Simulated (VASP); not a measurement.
Input of a VASP 6.6.1 run:

The input INCAR:

```
SYSTEM = Sr
ALGO     = Normal         ! electronic algorithm
EDIFF    = 1E-6           ! SCF threshold, eV
ENCUT    = 520            ! plane-wave cutoff, eV
GGA      = PE             ! functional
ISIF     = 2              ! what is computed and relaxed
ISMEAR   = 0              ! smearing method
LASPH    = .TRUE.         ! aspherical terms in the spheres
LCHARG   = .FALSE.        ! write CHGCAR
LREAL    = .FALSE.        ! projectors in reciprocal space
LWAVE    = .FALSE.        ! write WAVECAR
NBANDS   = 11             ! bands
NELM     = 100            ! most SCF steps
PREC     = Accurate       ! precision mode
SIGMA    = 0.05           ! smearing width, eV
```

Contents of KPOINTS:

```
k-points
0
G
  12 12 12
  0 0 0
```

Contents of POSCAR:

```
Sr
1.0
   -2.4350000000      2.4350000000      2.4350000000
    2.4350000000     -2.4350000000      2.4350000000
    2.4350000000      2.4350000000     -2.4350000000
Sr
1
Direct
    0.0000000000      0.0000000000      0.0000000000
```

Potentials or basis: VASP PAW PBE potentials, release 64 (Sr_sv).

The run is started by

```bash
$ cat potpaw_PBE.64/Sr_sv/POTCAR > POTCAR
$ mpirun -np 1 vasp_std > vasp.out
```

(1) Estimate the band gap on the k mesh.

(2) Estimate the pressure.

Answers

(1) zero (bands 5 and 6 overlap by 0.41 eV).

(2) -0.7 GPa.
